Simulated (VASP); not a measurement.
# SiC (Fm-3m) in VASP: further runs, part 2 of 2

VASP 6.6.1. Earlier steps stand in the parts before.

**4. Single point, r2SCAN (volume scaled by 0.760)**

POSCAR

```
SiC
1.0
    0.0000000000      1.8368974411      1.8368974411
    1.8368974411      0.0000000000      1.8368974411
    1.8368974411      1.8368974411      0.0000000000
C Si
1 1
Direct
    0.0000000000      0.0000000000      0.0000000000
    0.5000000000      0.5000000000      0.5000000000
```

INCAR.step1

```
  PREC = Accurate
  ENCUT = 520
  ISMEAR = 0
  SIGMA = 0.05
  LREAL = False
  LASPH = True
  NELM = 80
  NBANDS = 11
  GGA = PE
  ALGO = Normal
  EDIFF = 1E-4
  LWAVE = True
  LCHARG = False
```

INCAR.step2

```
  PREC = Accurate
  ENCUT = 520
  EDIFF = 1E-7
  ISMEAR = 0
  SIGMA = 0.05
  LREAL = False
  LASPH = True
  NELM = 80
  ALGO = Normal
  ISIF = 2
  LWAVE = False
  LCHARG = False
  METAGGA = R2SCAN
  LMIXTAU = True
  NBANDS = 11
  ISTART = 1
```

KPOINTS

```
regular mesh
0
Gamma
  20 20 20
```

Potentials or basis: VASP PAW PBE potentials, release 64 (C, Si).

Run with:

```
$ cat potpaw_PBE.64/C/POTCAR potpaw_PBE.64/Si/POTCAR > POTCAR
$ cp INCAR.step1 INCAR
$ mpirun -np 1 vasp_std > vasp.out
$ cp INCAR.step2 INCAR
$ mpirun -np 1 vasp_std > vasp.out
```

OUTCAR:

```text
PREC = Accurate
   ENCUT = 520
   EDIFF = 1E-7
   ISMEAR = 0
   LREAL = False
   LASPH = True
   NELM = 80
   ISIF = 2
   METAGGA = R2SCAN
   ISTART = 1

 ion  position               nearest neighbor table
   1  0.000  0.000  0.000-   2 1.84   2 1.84   2 1.84   2 1.84   2 1.84   2 1.84
   2  0.500  0.500  0.500-   1 1.84   1 1.84   1 1.84   1 1.84   1 1.84   1 1.84

  LATTYP: Found a face centered cubic cell.
 ALAT       =     3.6737948822

  Lattice vectors:

 A1 = (   0.0000000000,   1.8368974411,   1.8368974411)
 A2 = (   1.8368974411,   0.0000000000,   1.8368974411)
 A3 = (   1.8368974411,   1.8368974411,   0.0000000000)

Analysis of symmetry for initial positions (statically):
=====================================================================
 Subroutine PRICEL returns:
 Original cell was already a primitive cell.

 Routine SETGRP: Setting up the symmetry group for a
 face centered cubic supercell.

 Subroutine GETGRP returns: Found 48 space group operations
 (whereof 48 operations were pure point group operations)
 out of a pool of 48 trial point group operations.

The static configuration has the point symmetry O_h .

Analysis of symmetry for dynamics (positions and initial velocities):
=====================================================================
 Subroutine PRICEL returns:
 Original cell was already a primitive cell.

 Routine SETGRP: Setting up the symmetry group for a
 face centered cubic supercell.

 Subroutine GETGRP returns: Found 48 space group operations
 (whereof 48 operations were pure point group operations)
 out of a pool of 48 trial point group operations.

The dynamic configuration has the point symmetry O_h .

 Subroutine INISYM returns: Found 48 space group operations
 (whereof 48 operations are pure point group operations),
 and found     1 'primitive' translations

----------------------------------------------------------------------------------------

                                     Primitive cell

[... 112 lines left out ...]
  Fermi-wavevector in a.u.,A,eV,Ry     =   1.414740  2.673471 27.231909  2.001489
  Thomas-Fermi vector in A             =   2.536251
   LORBIT       =      0    0 simple, 1 ext, 2 COOP (PROOUT), +10 PAW based schemes
   METAGGA = R2SCAN    functional components
   LHFCALC =     F    Hartree Fock is set to
   AEXX    =    0.0000 exact exchange contribution
   IVDW    =     0    specifies the selected vdW correction
   LEPSILON=     F    determine dielectric tensor
   LRPA    =     F    only Hartree local field effects (RPA)
 non-spin polarized calculation
 Gauss-broadening in eV      SIGMA  =   0.05
  energy-cutoff  :      520.00
  volume of cell :       12.40
 maximum number of plane-waves:       343
   NGX =  9   NGY =  9   NGZ =  9

 number of electron       8.0000002 magnetization

 Free energy of the ion-electron system (eV)
  ---------------------------------------------------
  ext. energy  EPLUGINS =         0.00000000
  ---------------------------------------------------
  free energy    TOTEN  =       -16.35342346 eV

  energy without entropy =      -16.35342346  energy(sigma->0) =      -16.35342346

 E-fermi :  17.6802     XC(G=0): -14.8784

 val. band max:       17.4277681214   @ k =   0.0000   0.0000   0.0000
 cond. band min:      18.8448101969   @ k =   0.5000   0.5000   0.0000
 fundamental gap:      1.4170420755
 Fermi energy:        17.6801956534

 k-point     1 :       0.0000    0.0000    0.0000
  band No.  band energies     occupation
      1      -5.8421      2.00000
      2      17.4278      2.00000
      3      17.4278      2.00000
      4      17.4278      2.00000
      5      26.9012      0.00000
      6      26.9012      0.00000
      7      26.9012      0.00000
      8      31.8424      0.00000
      9      33.4491      0.00000
     10      33.4491      0.00000
     11      34.9570      0.00000
[... 309 lines left out ...]
 k-point    24 :      -0.3500    0.0500    0.0000
  band No.  band energies     occupation
      1      -1.7445      2.00000
      2       6.2798      2.00000
      3      14.9108      2.00000
      4      15.7422      2.00000
      5      25.2627      0.00000
      6      25.4614      0.00000
      7      26.1752      0.00000
      8      32.8225      0.00000
      9      34.9431      0.00000
     10      35.6451      0.00000
     11      37.6982      0.00000

 [... further k-points ...]
[... 5 lines left out ...]
  --------------------------------------------------------------------------------------
  -------------------------------------------------------------------------------------
  Total       10.3955283     10.3955283     10.3955283     -0.0000000     -0.0000000      0.0000000
  in kB     1343.6075194   1343.6075194   1343.6075194     -0.0000000     -0.0000000      0.0000000
  external PRESSURE =    1343.6075194 kB  Pullay stress =       0.0000000 kB

 VOLUME and BASIS-vectors are now :
 -----------------------------------------------------------------------------
  energy-cutoff  :      520.00
  volume of cell :       12.40
      direct lattice vectors                 reciprocal lattice vectors
     0.000000000  1.836897441  1.836897441    -0.272198104  0.272198104  0.272198104
     1.836897441  0.000000000  1.836897441     0.272198104 -0.272198104  0.272198104
     1.836897441  1.836897441  0.000000000     0.272198104  0.272198104 -0.272198104

 POSITION                                       TOTAL-FORCE (eV/Angst)
 -----------------------------------------------------------------------------------
      0.00000      0.00000      0.00000         0.000000      0.000000     -0.000000
      1.83690      1.83690      1.83690        -0.000000     -0.000000      0.000000
 -----------------------------------------------------------------------------------
    total drift:                                0.000000     -0.000000     -0.000000

  FREE ENERGIE OF THE ION-ELECTRON SYSTEM (eV)
  ---------------------------------------------------
  free  energy   TOTEN  =       -16.3534234578 eV

  energy  without entropy=      -16.3534234578  energy(sigma->0) =      -16.35342346
```

OUTCAR.step1:

```text
PREC = Accurate
   ENCUT = 520
   ISMEAR = 0
   LREAL = False
   LASPH = True
[... 557 lines left out ...]
      0.00000      0.00000      0.00000         0.000000      0.000000      0.000000
      1.83690      1.83690      1.83690         0.000000     -0.000000     -0.000000
 -----------------------------------------------------------------------------------
    total drift:                                0.000000     -0.000000     -0.000000

  FREE ENERGIE OF THE ION-ELECTRON SYSTEM (eV)
  ---------------------------------------------------
  free  energy   TOTEN  =       -12.1333585761 eV

  energy  without entropy=      -12.1333585761  energy(sigma->0) =      -12.13335858
```

OSZICAR.step1:

```text
N       E                     dE             d eps       ncg     rms          rms(c)
DAV:   1     0.463519703673E+01    0.46352E+01   -0.45406E+03  5748   0.702E+02
DAV:   2    -0.136349262870E+02   -0.18270E+02   -0.17313E+02  7328   0.112E+02
DAV:   3    -0.140676491339E+02   -0.43272E+00   -0.43167E+00  6785   0.130E+01
DAV:   4    -0.140683697275E+02   -0.72059E-03   -0.72057E-03  6272   0.638E-01
DAV:   5    -0.140683706975E+02   -0.97002E-06   -0.97004E-06  6668   0.220E-02    0.123E+01
DAV:   6    -0.122678840222E+02    0.18005E+01   -0.42507E+00  5992   0.110E+01    0.612E+00
DAV:   7    -0.121365328381E+02    0.13135E+00   -0.69333E-01  6486   0.490E+00    0.195E+00
DAV:   8    -0.121335308504E+02    0.30020E-02   -0.76713E-03  6038   0.653E-01    0.542E-01
DAV:   9    -0.121333526847E+02    0.17817E-03   -0.50864E-04  6800   0.204E-01    0.175E-01
DAV:  10    -0.121333585761E+02   -0.58914E-05   -0.63181E-06  3063   0.218E-02
   1 F= -.12133359E+02 E0= -.12133359E+02  d E =-.610418E-13
```

It took 1.7 min on 1 thread of Intel Xeon Platinum 8375C at 2.90GHz (Ice Lake), shared host; peak memory 0.15 GiB.

What came out:

```
Free energy            : -16.3534 eV
Pressure               : 134.4 GPa
Band gap on the k mesh : 1.42 eV, indirect (least direct gap 7.28 eV)
```

Caveat: the PAW data sets were made with another functional, which shifts forces and pressure a little.

**5. The runs side by side**

| cell | gap on the mesh (eV) | pressure (GPa) |
| --- | --- | --- |
| a = 2.503 Å, angles 60.0°, 2 atoms | 0.69 | 234.3 |
| a = 2.551 Å, angles 60.0°, 2 atoms | 1.08 | 178.8 |
| a = 2.598 Å, angles 60.0°, 2 atoms | 1.42 | 134.4 |

Alike in all rows: task single point; level r2SCAN; potentials or basis VASP PAW PBE potentials, release 64 (C, Si); no spin polarisation; k mesh 20 × 20 × 20; cutoff (eV) 520; smearing gaussian 0.05 eV.

Caveats: the PAW data sets were made with another functional, which shifts forces and pressure a little.

Absolute energies hang on the potentials; compare differences alone.
